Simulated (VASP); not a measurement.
Here is a VASP 6.6.1 calculation.

File INCAR:

```
PREC = Accurate
ENCUT = 520
EDIFF = 1E-7
ISMEAR = 0
SIGMA = 0.1
LREAL = False
LASPH = True
NELM = 80
ALGO = Fast
ISIF = 2
LWAVE = False
LCHARG = False
LDIPOL = True
IDIPOL = 3
DIPOL = 0.5 0.5 0.500
GGA = PE
NBANDS = 36
```

Contents of KPOINTS:

```
Automatic mesh
0
Gamma
  11 11 1
```

File POSCAR:

```
W
1.0
    3.1835553858      0.0000000000      0.0000000000
    0.0000000000      3.1835553858      0.0000000000
    0.0000000000      0.0000000000     19.7753330787
W
4
Direct
    0.5000000000      0.5000000000      0.3792603629
    0.0000000000      0.0000000000      0.4597534543
    0.5000000000      0.5000000000      0.5402465457
    0.0000000000      0.0000000000      0.6207396371
```

Potentials or basis: VASP PAW PBE potentials, release 64 (W_sv).

The run is started by

```sh
$ cat potpaw_PBE.64/W_sv/POTCAR > POTCAR
$ mpirun -np 1 vasp_std > vasp.out
```

Question: Predict the largest force.

Answer: 2.043 eV/Å.

Question: What does it give for the band gap on the k mesh?

Answer: Zero (band 28 reaches 2.32 eV, above the bottom of band 29 at 0.56 eV).

Forces in eV/Å, atoms in the order of the input:
```
W    0.000  0.000  1.788
W    0.000  0.000 -2.043
W    0.000  0.000  2.043
W    0.000  0.000 -1.788
```

Caveat: spin-orbit coupling is left out, which moves the levels of the heavy elements.
